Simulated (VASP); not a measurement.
# Li (P6_3/mmc) in VASP: a series of runs

Runs on Li. Level: PBEsol. Tasks: relaxation of cell and atoms.

Everything below comes from runs of VASP 6.6.1. Logs are shortened: lines on timing, memory, paths and dates and some standing lists are left out, and cuts for length are marked.

## Step 1: The cell of the first run

The structure is hexagonal, space group P6_3/mmc (No. 194). Conventional cell: a = 3.053 Å, b = 3.053 Å, c = 5.003 Å, α = 90.00°, β = 90.00°, γ = 120.00°. Within 4.0 Å of Li (site symmetry -6m2) lie 12 Li at 3.05 to 3.06 Å.

## Step 2: Relaxation of cell and atoms, PBEsol, target pressure 7 GPa, at which the enthalpy is minimised

File INCAR:

```
ALGO = Normal
EDIFF = 1E-6
EDIFFG = -0.002
ENCUT = 600
GGA = PS
IBRION = 2
ISIF = 3
ISMEAR = -1
LASPH = T
LCHARG = F
LREAL = F
LWAVE = F
NELM = 100
NSW = 100
PREC = Accurate
PSTRESS = 70.0
SIGMA = 0.1
```

File KPOINTS:

```
k-points
0
Gamma
  18 18 10
```

File POSCAR:

```
Li
1.0
    3.0528418645      0.0000000000      0.0000000000
   -1.5264209322      2.6438386084      0.0000000000
    0.0000000000      0.0000000000      5.0030045290
Li
2
Direct
    0.3333333333      0.6666666667      0.2500000000
    0.6666666667      0.3333333333      0.7500000000
```

Potentials or basis: VASP PAW PBE potentials, release 64 (Li_sv).

Run with:

```sh
$ cat potpaw_PBE.64/Li_sv/POTCAR > POTCAR
$ mpirun -np 1 vasp_std > vasp.out
```

OUTCAR:

```text
EDIFF = 1E-6
   EDIFFG = -0.002
   ENCUT = 600
   GGA = PS
   IBRION = 2
   ISIF = 3
   ISMEAR = -1
   LASPH = T
   LREAL = F
   NELM = 100
   NSW = 100
   PREC = Accurate
   PSTRESS = 70.0

 ion  position               nearest neighbor table
   1  0.333  0.667  0.250-
   2  0.667  0.333  0.750-

  LATTYP: Found a hexagonal cell.
 ALAT       =     3.0528418645
 C/A-ratio  =     1.6388023851

  Lattice vectors:

 A1 = (   3.0528418645,   0.0000000000,   0.0000000000)
 A2 = (  -1.5264209322,   2.6438386084,   0.0000000000)
 A3 = (   0.0000000000,   0.0000000000,   5.0030045290)

Analysis of symmetry for initial positions (statically):
=====================================================================
 Subroutine PRICEL returns:
 Original cell was already a primitive cell.

 Routine SETGRP: Setting up the symmetry group for a
 hexagonal supercell.

 Subroutine GETGRP returns: Found 24 space group operations
 (whereof 12 operations were pure point group operations)
 out of a pool of 24 trial point group operations.

The static configuration has the point symmetry D_3d.
 The point group associated with its full space group is D_6h.

Analysis of symmetry for dynamics (positions and initial velocities):
=====================================================================
 Subroutine PRICEL returns:
 Original cell was already a primitive cell.

 Routine SETGRP: Setting up the symmetry group for a
 hexagonal supercell.

 Subroutine GETGRP returns: Found 24 space group operations
 (whereof 12 operations were pure point group operations)
 out of a pool of 24 trial point group operations.

The dynamic configuration has the point symmetry D_3d.
 The point group associated with its full space group is D_6h.

 Subroutine INISYM returns: Found 24 space group operations
 (whereof 12 operations are pure point group operations),
 and found     1 'primitive' translations

----------------------------------------------------------------------------------------

                                     Primitive cell

  volume of cell :      40.3804

  direct lattice vectors                    reciprocal lattice vectors
     3.052841864  0.000000000  0.000000000     0.327563642  0.189118957  0.000000000
    -1.526420932  2.643838608  0.000000000     0.000000000  0.378237914  0.000000000
     0.000000000  0.000000000  5.003004529     0.000000000  0.000000000  0.199879891

  length of vectors
     3.052841864  3.052841864  5.003004529     0.378237914  0.378237914  0.199879891

  position of ions in fractional coordinates (direct lattice)
     0.333333333  0.666666667  0.250000000
     0.666666667  0.333333333  0.750000000

  ion indices of the primitive-cell ions
   primitive index   ion index
                 1           1
                 2           2

----------------------------------------------------------------------------------------

 KPOINTS: k-points

Automatic generation of k-mesh.
 Grid dimensions read from file:
 generate k-points for:   18   18   10

 Generating k-lattice:

  Cartesian coordinates                     Fractional coordinates (reciprocal lattice)
     0.018197980  0.010506609  0.000000000     0.055555556  0.000000000  0.000000000
     0.000000000  0.021013217  0.000000000     0.000000000  0.055555556  0.000000000
     0.000000000  0.000000000  0.019987989     0.000000000  0.000000000  0.100000000

  Length of vectors
     0.021013217  0.021013217  0.019987989

  Shift w.r.t. Gamma in fractional coordinates (k-lattice)
     0.000000000  0.000000000  0.000000000

 Subroutine IBZKPT returns following result:
 ===========================================

 Found    222 irreducible k-points:

 Following reciprocal coordinates:
            Coordinates               Weight
  0.000000  0.000000  0.000000      1.000000
  0.055556  0.000000  0.000000      6.000000
  0.111111  0.000000  0.000000      6.000000
  0.166667  0.000000  0.000000      6.000000
  0.222222  0.000000  0.000000      6.000000
  0.277778  0.000000  0.000000      6.000000
[... 16 lines left out ...]
  0.333333  0.111111  0.000000     12.000000
  0.388889  0.111111  0.000000     12.000000
 [... further k-points ...]
   k-points           NKPTS =    222   k-points in BZ     NKDIM =    222   number of bands    NBANDS=      7
   number of dos      NEDOS =    301   number of ions     NIONS =      2
   total plane-waves  NPLWV =  23040
   dimension x,y,z NGX =    24 NGY =   24 NGZ =   40
   dimension x,y,z NGXF=    48 NGYF=   48 NGZF=   80
   ions per type =               2
   NGX,Y,Z   is equivalent  to a cutoff of  13.07, 13.07, 13.29 a.u.
   NGXF,Y,Z  is equivalent  to a cutoff of  26.14, 26.14, 26.58 a.u.
 SYSTEM =  unknown system
   PREC   = accura    normal or accurate (medium, high low for compatibility)
   ISTART =      0    job   : 0-new  1-cont  2-samecut
   ICHARG =      2    charge: 1-file 2-atom 10-const
   ISPIN  =      1    spin polarized calculation?
   LNONCOLLINEAR =      F non collinear calculations
   LSORBIT =      F    spin-orbit coupling
   LASPH  =      T    aspherical Exc in radial PAW
   ENCUT  =  600.0 eV  44.10 Ry    6.64 a.u.   6.10  6.10  9.99*2*pi/ulx,y,z
   NELM   =    100;   NELMIN=  2; NELMDL= -5     # of ELM steps
   EDIFF  = 0.1E-05   stopping-criterion for ELM
   LREAL  =      F    real-space projection
   EDIFFG = -.2E-02   stopping-criterion for IOM
   NSW    =    100    number of steps for IOM
   IBRION =      2    ionic relax: 0-MD 1-quasi-New 2-CG
   NFREE  =      1    steps in history (QN), initial steepest desc. (CG)
   ISIF   =      3    stress and relaxation
   ISYM   =      2    0-nonsym 1-usesym 2-fastsym
   POTIM  = 0.5000    time-step for ionic-motion
   TEBEG  =    0.0;   TEEND  =   0.0 temperature during run
   PSTRESS=   70.0 pullay stress
   NELECT =       6.0000    total number of electrons
   NUPDOWN=      -1.0000    fix difference up-down
   EMIN   =  10.00;   EMAX   =-10.00  energy-range for DOS
   EFERMI =   0.00;   METHOD = LEGACY
   ISMEAR =    -1;   SIGMA  =   0.10  broadening in eV -4-tet -1-fermi 0-gaus
   EFERMI_NEDOS =   21; number of points for ismear=-14 and -15
   IALGO  =     38    algorithm
   IMIX   =      4    mixing-type and parameters
     AMIX     =   0.40;   BMIX     =  1.00
     AMIX_MAG =   1.60;   BMIX_MAG =  1.00
  volume/ion in A,a.u.               =      20.19       136.25
  Fermi-wavevector in a.u.,A,eV,Ry     =   0.867099  1.638579 10.229678  0.751860
  Thomas-Fermi vector in A             =   1.985584
   LORBIT       =      0    0 simple, 1 ext, 2 COOP (PROOUT), +10 PAW based schemes
   GGA     = PS    functional components
   LHFCALC =     F    Hartree Fock is set to
   AEXX    =    0.0000 exact exchange contribution
   IVDW    =     0    specifies the selected vdW correction
   LEPSILON=     F    determine dielectric tensor
   LRPA    =     F    only Hartree local field effects (RPA)
 conjugate gradient relaxation of ions
 non-spin polarized calculation
  energy-cutoff  :      600.00
  volume of cell :       40.38
 maximum number of plane-waves:      1374
   NGX = 13   NGY = 13   NGZ = 19

--------------------------------------- Ionic step        1  -------------------------------------------

 number of electron       6.0000002 magnetization

 Free energy of the ion-electron system (eV)
  ---------------------------------------------------
  ext. energy  EPLUGINS =         0.00000000
  ---------------------------------------------------
  free energy    TOTEN  =        -3.95181392 eV

  energy without entropy =       -3.92053782  energy(sigma->0) =       -3.93617587

------------------------ aborting loop because EDIFF is reached ----------------------------------------

  FORCE on cell =-STRESS in cart. coord.  units (eV):
  Direction    XX          YY          ZZ          XY          YZ          ZX
  --------------------------------------------------------------------------------------
  -------------------------------------------------------------------------------------
  Total       -0.0261804     -0.0261804     -0.0228824     -0.0000000      0.0000000      0.0000000
  in kB       -1.0387623     -1.0387623     -0.9079088     -0.0000000      0.0000000      0.0000000
  external PRESSURE =     -70.9951445 kB  Pullay stress =      70.0000000 kB
[... 61 lines left out ...]
  enthalpy is  TOTEN    =        -2.3788697453 eV   P V=        1.5455195043

--------------------------------------- Ionic step        3  -------------------------------------------

 number of electron       6.0000003 magnetization

 E-fermi :   1.4571     XC(G=0):  -7.7103

 val. band max:        1.4569135767   @ k =   0.5000   0.0000   0.2000
 cond. band min:       1.4631631665   @ k =   0.2778   0.1111   0.4000
 fundamental gap:      0.0062495899
 Fermi energy:         1.4571250993

 k-point     1 :       0.0000    0.0000    0.0000
  band No.  band energies     occupation
      1     -44.0229      2.00000
      2     -43.9701      2.00000
      3      -2.4147      2.00000
      4       1.2879      1.68893
      5       5.3596      0.00000
      6      16.5086      0.00000
      7      16.5086      0.00000
[... 259 lines left out ...]
  FREE ENERGIE OF THE ION-ELECTRON SYSTEM (eV)
  ---------------------------------------------------
  free  energy   TOTEN  =        -3.8259617657 eV

  energy  without entropy=       -3.7973945846  energy(sigma->0) =       -3.81167818

  enthalpy is  TOTEN    =        -2.4727809334 eV   P V=        1.3531808322

[... ionic steps 4 to 7 ...]

--------------------------------------- Ionic step        8  -------------------------------------------

 number of electron       6.0000005 magnetization

------------------------ aborting loop because EDIFF is reached ----------------------------------------

  FORCE on cell =-STRESS in cart. coord.  units (eV):
  Direction    XX          YY          ZZ          XY          YZ          ZX
  --------------------------------------------------------------------------------------
  -------------------------------------------------------------------------------------
  Total        1.2905719      1.2905719      1.2744356      0.0000000     -0.0000000      0.0000000
  in kB       69.9747980     69.9747980     69.0998864      0.0000000     -0.0000000      0.0000000
  external PRESSURE =      -0.3168392 kB  Pullay stress =      70.0000000 kB
[... 61 lines left out ...]
  enthalpy is  TOTEN    =        -2.4801846433 eV   P V=        1.2910836985

--------------------------------------- Ionic step       10  -------------------------------------------

 number of electron       6.0000005 magnetization

 Free energy of the ion-electron system (eV)
  ---------------------------------------------------
  ext. energy  EPLUGINS =         0.00000000
  ---------------------------------------------------
  free energy    TOTEN  =        -3.76999661 eV

  energy without entropy =       -3.74194055  energy(sigma->0) =       -3.75596858

 E-fermi :   1.6264     XC(G=0):  -7.8411

 val. band max:        1.6190786860   @ k =   0.5000   0.0000   0.2000
 cond. band min:       1.6266470911   @ k =   0.2778   0.1667   0.5000
 fundamental gap:      0.0075684051
 Fermi energy:         1.6264496561

 k-point     1 :       0.0000    0.0000    0.0000
  band No.  band energies     occupation
      1     -43.7886      2.00000
      2     -43.7265      2.00000
      3      -2.2923      2.00000
      4       1.4043      1.80437
      5       5.7051      0.00000
      6      17.2298      0.00000
      7      17.2298      0.00000
[... 259 lines left out ...]
  FREE ENERGIE OF THE ION-ELECTRON SYSTEM (eV)
  ---------------------------------------------------
  free  energy   TOTEN  =        -3.7699966056 eV

  energy  without entropy=       -3.7419405547  energy(sigma->0) =       -3.75596858

  enthalpy is  TOTEN    =        -2.4801868073 eV   P V=        1.2898097983

 reached required accuracy - stopping structural energy minimisation
```

Run time: 2.7 min. Hardware: 1 thread of Intel Xeon 6975P-C, shared host; peak memory 0.19 GiB.

What came out:

```yaml
Free_energy: -3.7700 eV
Relaxed_volume: 14.76 Å³/atom
Relaxed_cell: a = 2.747 Å, b = 2.747 Å, c = 4.518 Å, α = 90.00°, β = 90.00°, γ = 120.00°
Space_group_after_relaxing_to_0.05_Å: P6_3/mmc (No. 194)
Energy_change_on_relaxing_the_enthalpy_is_what_falls: +90.9 meV/atom
Ionic_steps: 10
Pressure_after_relaxing: 7.0 GPa
Band_gap_on_the_k_mesh: zero (band 3 reaches 4.23 eV, above the bottom of band 4 at -1.09 eV)
```

The path:
| step | energy change (eV) | largest force (eV/Å) | pressure (GPa) | volume (Å³) |
| --- | --- | --- | --- | --- |
| 1 | 0.0000 | 0.0000 | -0.10 | 40.38 |
| 2 | 0.0274 | 0.0000 | 2.06 | 35.37 |
| 3 | 0.1259 | 0.0000 | 5.41 | 30.97 |
| 4 | 0.1893 | 0.0000 | 7.21 | 29.35 |
| 5 | 0.1805 | 0.0000 | 6.96 | 29.55 |
| 6 | 0.1805 | 0.0000 | 6.97 | 29.55 |
| 7 | 0.1805 | 0.0000 | 6.97 | 29.55 |
| 8 | 0.1806 | 0.0000 | 6.97 | 29.55 |
| 9 | 0.1805 | 0.0000 | 6.97 | 29.55 |
| 10 | 0.1818 | 0.0000 | 7.00 | 29.52 |

Final structure:
```cif
data_structure
_symmetry_space_group_name_H-M 'P 1'
_symmetry_Int_Tables_number 1
_cell_length_a 2.7467
_cell_length_b 2.7467
_cell_length_c 4.5185
_cell_angle_alpha 90.000
_cell_angle_beta 90.000
_cell_angle_gamma 120.000
_cell_volume 29.52
loop_
_atom_site_label
_atom_site_type_symbol
_atom_site_fract_x
_atom_site_fract_y
_atom_site_fract_z
_atom_site_occupancy
Li1 Li 0.33333 0.66667 0.25000 1
Li2 Li 0.66667 0.33333 0.75000 1
```

Caveat: the cutoff is under 1.25 times the usual one of these potentials, so pressure, stress and relaxed cells hold a basis-set (Pulay) error; the cell is relaxed towards a set pressure, so the enthalpy falls and the energy may rise; the volume moved by over 15 % at a fixed basis, so the end points are rough; the PAW data sets were made with another functional, which shifts forces and pressure a little.

## Step 3: Relaxation of cell and atoms, PBEsol, target pressure 10 GPa, at which the enthalpy is minimised

File INCAR:

```
PREC = Accurate
ENCUT = 600
EDIFF = 1E-6
ISMEAR = -1
SIGMA = 0.1
LREAL = False
LASPH = True
NELM = 60
ALGO = Normal
ISIF = 3
LWAVE = False
LCHARG = False
GGA = PS
IBRION = 2
NSW = 100
EDIFFG = -0.002
PSTRESS = 100.0
```

File KPOINTS:

```
regular mesh
0
Gamma
  18 18 10
```

POSCAR is that of step 2.

Potentials or basis: VASP PAW PBE potentials, release 64 (Li_sv).

Run with:

```sh
$ cat potpaw_PBE.64/Li_sv/POTCAR > POTCAR
$ mpirun -np 1 vasp_std > vasp.out
```

Run time: 2.9 min. Hardware: 1 thread of Intel Xeon 6975P-C, shared host; peak memory 0.19 GiB.

The run converged. Its results:

* Free energy: -3.6573 eV
* Relaxed volume: 13.69 Å³/atom
* Relaxed cell: a = 2.678 Å, b = 2.678 Å, c = 4.410 Å, α = 90.00°, β = 90.00°, γ = 120.00°
* Space group after relaxing (to 0.05 Å): P6_3/mmc (No. 194)
* Energy change on relaxing (the enthalpy is what falls): +147.3 meV/atom
* Ionic steps: 10
* Pressure after relaxing: 10.0 GPa
* Band gap on the k mesh: zero (band 3 reaches 4.62 eV, above the bottom of band 4 at -0.86 eV)

The path:
| step | energy change (eV) | largest force (eV/Å) | pressure (GPa) | volume (Å³) |
| --- | --- | --- | --- | --- |
| 1 | 0.0000 | 0.0000 | -0.10 | 40.38 |
| 2 | 0.0606 | 0.0000 | 3.35 | 33.39 |
| 3 | 0.2114 | 0.0000 | 7.81 | 28.88 |
| 4 | 0.3055 | 0.0000 | 10.28 | 27.20 |
| 5 | 0.2910 | 0.0000 | 9.89 | 27.44 |
| 6 | 0.2911 | 0.0000 | 9.90 | 27.43 |
| 7 | 0.2911 | 0.0000 | 9.90 | 27.43 |
| 8 | 0.2914 | 0.0000 | 9.90 | 27.43 |
| 9 | 0.2912 | 0.0000 | 9.90 | 27.43 |
| 10 | 0.2945 | 0.0000 | 9.99 | 27.38 |

Final structure:
```cif
data_structure
_symmetry_space_group_name_H-M 'P 1'
_symmetry_Int_Tables_number 1
_cell_length_a 2.6776
_cell_length_b 2.6776
_cell_length_c 4.4096
_cell_angle_alpha 90.000
_cell_angle_beta 90.000
_cell_angle_gamma 120.000
_cell_volume 27.38
loop_
_atom_site_label
_atom_site_type_symbol
_atom_site_fract_x
_atom_site_fract_y
_atom_site_fract_z
_atom_site_occupancy
Li1 Li 0.33333 0.66667 0.25000 1
Li2 Li 0.66667 0.33333 0.75000 1
```

Levels at points of the mesh, in eV from the Fermi level:
```csv
k point,band 1,band 2,band 3,band 4,band 5,band 6,band 7
"(0.00, 0.00, 0.00)",-45.32,-45.24,-3.98,-0.28,4.41,16.43,16.43
"(0.50, 0.00, 0.00)",-45.24,-45.21,-0.20,1.59,5.95,7.31,8.52
"(0.00, 0.00, 0.50)",-45.28,-45.28,-2.77,-2.77,10.35,10.35,17.64
"(0.50, 0.00, 0.50)",-45.23,-45.23,0.72,0.72,5.02,5.02,12.83
```

Caveat: the cutoff is under 1.25 times the usual one of these potentials, so pressure, stress and relaxed cells hold a basis-set (Pulay) error; the cell is relaxed towards a set pressure, so the enthalpy falls and the energy may rise; the volume moved by over 15 % at a fixed basis, so the end points are rough; the PAW data sets were made with another functional, which shifts forces and pressure a little.

(Continued in part 2 of 2.)
